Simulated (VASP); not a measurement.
# Al4NiPd3 (P4/mmm) in VASP: further runs, part 2 of 2

VASP 6.6.1. Earlier steps stand in the parts before.

### Step 3. Relaxation of shape and atoms at fixed volume, PBE (12.31 Å³/atom)

This run uses another cell than the first one, of 12.31 Å³/atom.

File INCAR:

```
SYSTEM = Al4NiPd3
PREC     = Accurate       ! precision mode
ENCUT    = 600            ! plane-wave cutoff, eV
EDIFF    = 1E-6           ! SCF threshold, eV
ISMEAR   = 0              ! smearing method
SIGMA    = 0.1            ! smearing width, eV
LREAL    = .False.        ! projectors in reciprocal space
LASPH    = .True.         ! aspherical terms in the spheres
NELM     = 80             ! most SCF steps
ALGO     = Fast           ! electronic algorithm
ISIF     = 4              ! what is computed and relaxed
LWAVE    = .False.        ! write WAVECAR
LCHARG   = .False.        ! write CHGCAR
GGA      = PE             ! functional
IBRION   = 2              ! ionic algorithm
NSW      = 50             ! ionic steps
EDIFFG   = -0.01          ! ionic threshold
```

File KPOINTS:

```
Automatic mesh
0
Gamma
  10 10 6
  0 0 0
```

File POSCAR:

```
Al4NiPd3
1.0
    4.0985753598      0.0000000000      0.0000000000
    0.0000000000      4.0985753598      0.0000000000
    0.0000000000      0.0000000000      5.8634345451
Al Ni Pd
4 1 3
Direct
    0.5000000000      0.0000000000      0.7592168261
    0.0000000000      0.5000000000      0.7592168261
    0.5000000000      0.0000000000      0.2407831739
    0.0000000000      0.5000000000      0.2407831739
    0.5000000000      0.5000000000      0.0000000000
    0.0000000000      0.0000000000      0.0000000000
    0.0000000000      0.0000000000      0.5000000000
    0.5000000000      0.5000000000      0.5000000000
```

Potentials or basis: VASP PAW PBE potentials, release 64 (Al, Ni, Pd).

On the command line:

```sh
$ cat potpaw_PBE.64/Al/POTCAR potpaw_PBE.64/Ni/POTCAR potpaw_PBE.64/Pd/POTCAR > POTCAR
$ mpirun -np 1 vasp_std > vasp.out
```

OUTCAR:

```text
SYSTEM = Al4NiPd3
   PREC = Accurate
   ENCUT = 600
   EDIFF = 1E-6
   ISMEAR = 0
   LREAL = .False.
   LASPH = .True.
   NELM = 80
   ISIF = 4
   GGA = PE
   IBRION = 2
   NSW = 50
   EDIFFG = -0.01

 ion  position               nearest neighbor table
   1  0.500  0.000  0.759-   5 2.49   6 2.49   5 2.49   6 2.49   7 2.55   8 2.55   8 2.55   7 2.55
                             3 2.82   2 2.90   2 2.90   2 2.90   2 2.90   3 3.04
   2  0.000  0.500  0.759-   5 2.49   6 2.49   6 2.49   5 2.49   7 2.55   7 2.55   8 2.55   8 2.55
                             4 2.82   1 2.90   1 2.90   1 2.90   1 2.90   4 3.04
   3  0.500  0.000  0.241-   5 2.49   6 2.49   5 2.49   6 2.49   7 2.55   8 2.55   8 2.55   7 2.55
                             1 2.82   4 2.90   4 2.90   4 2.90   4 2.90   1 3.04
   4  0.000  0.500  0.241-   5 2.49   6 2.49   6 2.49   5 2.49   7 2.55   7 2.55   8 2.55   8 2.55
                             2 2.82   3 2.90   3 2.90   3 2.90   3 2.90   2 3.04
   5  0.500  0.500  0.000-   1 2.49   2 2.49   3 2.49   4 2.49   1 2.49   3 2.49   2 2.49   4 2.49
                             6 2.90   6 2.90   6 2.90   6 2.90   8 2.93   8 2.93
   6  0.000  0.000  0.000-   1 2.49   2 2.49   3 2.49   4 2.49   2 2.49   4 2.49   1 2.49   3 2.49
                             5 2.90   5 2.90   5 2.90   5 2.90   7 2.93   7 2.93
   7  0.000  0.000  0.500-   1 2.55   2 2.55   3 2.55   4 2.55   2 2.55   4 2.55   1 2.55   3 2.55
                             8 2.90   8 2.90   8 2.90   8 2.90   6 2.93   6 2.93
   8  0.500  0.500  0.500-   1 2.55   2 2.55   3 2.55   4 2.55   1 2.55   3 2.55   2 2.55   4 2.55
                             7 2.90   7 2.90   7 2.90   7 2.90   5 2.93   5 2.93

  LATTYP: Found a simple tetragonal cell.
 ALAT       =     4.0985753598
 C/A-ratio  =     1.4306030829

  Lattice vectors:

 A1 = (   4.0985753598,   0.0000000000,   0.0000000000)
 A2 = (   0.0000000000,   4.0985753598,   0.0000000000)
 A3 = (   0.0000000000,   0.0000000000,   5.8634345451)

Analysis of symmetry for initial positions (statically):
=====================================================================
 Subroutine PRICEL returns:
 Original cell was already a primitive cell.

 Routine SETGRP: Setting up the symmetry group for a
 simple tetragonal supercell.

 Subroutine GETGRP returns: Found 16 space group operations
 (whereof 16 operations were pure point group operations)
 out of a pool of 16 trial point group operations.

The static configuration has the point symmetry D_4h.

Analysis of symmetry for dynamics (positions and initial velocities):
=====================================================================
 Subroutine PRICEL returns:
 Original cell was already a primitive cell.

 Routine SETGRP: Setting up the symmetry group for a
 simple tetragonal supercell.

 Subroutine GETGRP returns: Found 16 space group operations
 (whereof 16 operations were pure point group operations)
 out of a pool of 16 trial point group operations.

The dynamic configuration has the point symmetry D_4h.

 Subroutine INISYM returns: Found 16 space group operations
 (whereof 16 operations are pure point group operations),
 and found     1 'primitive' translations

----------------------------------------------------------------------------------------
[... 161 lines left out ...]
  Direction    XX          YY          ZZ          XY          YZ          ZX
  --------------------------------------------------------------------------------------
  -------------------------------------------------------------------------------------
  Total       16.3758675     16.3758675     16.3342499      0.0000000      0.0000000     -0.0000000
  in kB      266.3771496    266.3771496    265.7001799      0.0000000      0.0000000     -0.0000000
  external PRESSURE =     266.1514930 kB  Pullay stress =       0.0000000 kB

 VOLUME and BASIS-vectors are now :
 -----------------------------------------------------------------------------
  energy-cutoff  :      600.00
  volume of cell :       98.50
      direct lattice vectors                 reciprocal lattice vectors
     4.098575360  0.000000000  0.000000000     0.243987218  0.000000000  0.000000000
     0.000000000  4.098575360  0.000000000     0.000000000  0.243987218  0.000000000
     0.000000000  0.000000000  5.863434545     0.000000000  0.000000000  0.170548506

 POSITION                                       TOTAL-FORCE (eV/Angst)
 -----------------------------------------------------------------------------------
      2.04929      0.00000      4.45162        -0.000000      0.000000      0.010230
      0.00000      2.04929      4.45162        -0.000000     -0.000000      0.010230
      2.04929      0.00000      1.41182        -0.000000     -0.000000     -0.010230
      0.00000      2.04929      1.41182         0.000000     -0.000000     -0.010230
      2.04929      2.04929      0.00000        -0.000000      0.000000      0.000000
      0.00000      0.00000      0.00000        -0.000000      0.000000      0.000000
      0.00000      0.00000      2.93172        -0.000000      0.000000      0.000000
      2.04929      2.04929      2.93172        -0.000000      0.000000      0.000000
 -----------------------------------------------------------------------------------
    total drift:                                0.000000      0.000000      0.000000

  FREE ENERGIE OF THE ION-ELECTRON SYSTEM (eV)
  ---------------------------------------------------
  free  energy   TOTEN  =       -41.4506566440 eV

  energy  without entropy=      -41.4353023366  energy(sigma->0) =      -41.44297949

--------------------------------------- Ionic step        2  -------------------------------------------

 number of electron      52.0000006 magnetization

 Free energy of the ion-electron system (eV)
  ---------------------------------------------------
  ext. energy  EPLUGINS =         0.00000000
  ---------------------------------------------------
  free energy    TOTEN  =       -41.45067398 eV

  energy without entropy =      -41.43530010  energy(sigma->0) =      -41.44298704

 E-fermi :  12.0786     XC(G=0): -12.5951

 val. band max:       12.0769434195   @ k =   0.3000   0.3000   0.3333
 cond. band min:      12.0840280580   @ k =   0.2000   0.2000   0.1667
 fundamental gap:      0.0070846384
 Fermi energy:        12.0786439116

 k-point     1 :       0.0000    0.0000    0.0000
  band No.  band energies     occupation
      1       0.5140      2.00000
      2       4.3446      2.00000
      3       4.4408      2.00000
      4       4.7901      2.00000
      5       5.5376      2.00000
      6       5.5376      2.00000
[... 805 lines left out ...]
     30      15.1411      0.00000
     31      16.1509      0.00000

 [... further k-points ...]

------------------------ aborting loop because EDIFF is reached ----------------------------------------

  FORCE on cell =-STRESS in cart. coord.  units (eV):
  Direction    XX          YY          ZZ          XY          YZ          ZX
  --------------------------------------------------------------------------------------
  -------------------------------------------------------------------------------------
  Total       16.3606004     16.3606004     16.3341137      0.0000000      0.0000000     -0.0000000
  in kB      266.1288075    266.1288075    265.6979632      0.0000000      0.0000000     -0.0000000
  external PRESSURE =     265.9851927 kB  Pullay stress =       0.0000000 kB

 VOLUME and BASIS-vectors are now :
 -----------------------------------------------------------------------------
  energy-cutoff  :      600.00
  volume of cell :       98.50
      direct lattice vectors                 reciprocal lattice vectors
     4.098918258  0.000000000 -0.000000000     0.243966807 -0.000000000 -0.000000000
     0.000000000  4.098918258 -0.000000000    -0.000000000  0.243966807 -0.000000000
     0.000000000  0.000000000  5.862453564     0.000000000  0.000000000  0.170577044

 POSITION                                       TOTAL-FORCE (eV/Angst)
 -----------------------------------------------------------------------------------
      2.04946      0.00000      4.45137         0.000000      0.000000      0.001425
      4.09892      2.04946      4.45137         0.000000      0.000000      0.001425
      2.04946      4.09892      1.41109        -0.000000     -0.000000     -0.001425
      0.00000      2.04946      1.41109        -0.000000     -0.000000     -0.001425
      2.04946      2.04946     -0.00000        -0.000000      0.000000      0.000000
      4.09892      0.00000     -0.00000        -0.000000      0.000000      0.000000
      4.09892      0.00000      2.93123         0.000000      0.000000      0.000000
      2.04946      2.04946      2.93123        -0.000000      0.000000      0.000000
 -----------------------------------------------------------------------------------
    total drift:                                0.000000      0.000000      0.000000

  FREE ENERGIE OF THE ION-ELECTRON SYSTEM (eV)
  ---------------------------------------------------
  free  energy   TOTEN  =       -41.4506739786 eV

  energy  without entropy=      -41.4353000965  energy(sigma->0) =      -41.44298704

 reached required accuracy - stopping structural energy minimisation
```

Run time: 5.1 min. Hardware: 1 thread of AMD EPYC 9R45 (Zen 5), shared host; peak memory 0.43 GiB.

What came out:

```
Free energy               : -41.4507 eV
Energy gained by relaxing : 0.0 meV/atom
Ionic steps               : 2
Pressure after relaxing   : 26.6 GPa
Band gap on the k mesh    : zero (bands 26 and 27 overlap by 3.37 eV)
```

Final structure:
```xyz
8
Lattice="4.0989 0.0000 0.0000 0.0000 4.0989 0.0000 0.0000 0.0000 5.8625" Properties=species:S:1:pos:R:3 pbc="T T T"
Al    2.0495    0.0000    4.4514
Al    4.0989    2.0495    4.4514
Al    2.0495    4.0989    1.4111
Al    0.0000    2.0495    1.4111
Ni    2.0495    2.0495    0.0000
Pd    4.0989    0.0000    0.0000
Pd    4.0989    0.0000    2.9312
Pd    2.0495    2.0495    2.9312
```

Spin polarisation is off, so any magnetic state and its effect on volume and gap are missing.

### Step 4. Single point, PBE (15.39 Å³/atom)

This run uses another cell than the first one, of 15.39 Å³/atom.

File INCAR:

```
ALGO = Fast
EDIFF = 1E-6
ENCUT = 520
GGA = PE
ISIF = 2
ISMEAR = 0
LASPH = T
LCHARG = T
LELF = T
LREAL = F
LVHAR = T
LWAVE = F
NBANDS = 36
NELM = 80
PREC = Accurate
SIGMA = 0.1
```

File KPOINTS:

```
k-points
0
Gamma
  10 10 6
```

File POSCAR:

```
Al4NiPd3
1.0
    4.4147926287      0.0000000000      0.0000000000
    0.0000000000      4.4147926287      0.0000000000
    0.0000000000      0.0000000000      6.3169483581
Al Ni Pd
4 1 3
Direct
    0.5000000000      0.0000000000      0.7590980000
    0.0000000000      0.5000000000      0.7590980000
    0.5000000000      0.0000000000      0.2409020000
    0.0000000000      0.5000000000      0.2409020000
    0.5000000000      0.5000000000      0.0000000000
    0.0000000000      0.0000000000      0.0000000000
    0.0000000000      0.0000000000      0.5000000000
    0.5000000000      0.5000000000      0.5000000000
```

On the command line:

```sh
$ cat potpaw_PBE.64/Al/POTCAR potpaw_PBE.64/Ni/POTCAR potpaw_PBE.64/Pd/POTCAR > POTCAR
$ mpirun -np 1 vasp_std > vasp.out
```

It took 9.5 min on 1 thread of Intel Xeon 8259CL, shared host; peak memory 0.48 GiB.

It converged, with:

| Property | Result |
| --- | --- |
| Free energy | -41.9930 eV |
| Pressure | -11.8 GPa |
| Band gap on the k mesh | zero (bands 26 and 27 overlap by 2.94 eV) |

Levels at points of the mesh, in eV from the Fermi level:
```tsv
k point	band 24	band 25	band 26	band 27	band 28	band 29
(0.00, 0.00, 0.00)	-1.04	-0.81	1.09	1.78	1.98	2.38
(0.50, 0.00, 0.00)	-1.06	-0.85	-0.62	0.97	1.10	2.03
(0.50, 0.50, 0.00)	-1.60	-1.56	-1.22	-0.86	-0.69	1.62
(0.00, 0.00, 0.50)	-0.33	0.12	0.12	0.40	0.67	1.51
(0.50, 0.00, 0.50)	-1.64	1.89	2.07	2.22	2.37	2.38
(0.50, 0.50, 0.50)	-1.58	-0.93	-0.91	-0.87	-0.68	4.00
```

Caveat: the cell stands under tension. Spin polarisation is off, so any magnetic state and its effect on volume and gap are missing.

### Step 5. The runs side by side

```csv
task,cell,cutoff (eV),gap on the mesh (eV),pressure (GPa)
single point,"a = 4.189, b = 4.189, c = 5.994 Å, 8 atoms",520,none,11.0
relaxation of shape and atoms at fixed volume,"relaxed from a = 4.099, b = 4.099, c = 5.863 Å, 8 atoms",600,none,26.6
single point,"a = 4.415, b = 4.415, c = 6.317 Å, 8 atoms",520,none,-11.8
```

Alike in all rows: level PBE; potentials or basis VASP PAW PBE potentials, release 64 (Al, Ni, Pd); no spin polarisation; k mesh 10 × 10 × 6; smearing gaussian 0.1 eV.

Caveats: the cell stands under pressure (at least some runs); the cell stands under tension (at least some runs).

Absolute energies hang on the potentials; compare differences alone.
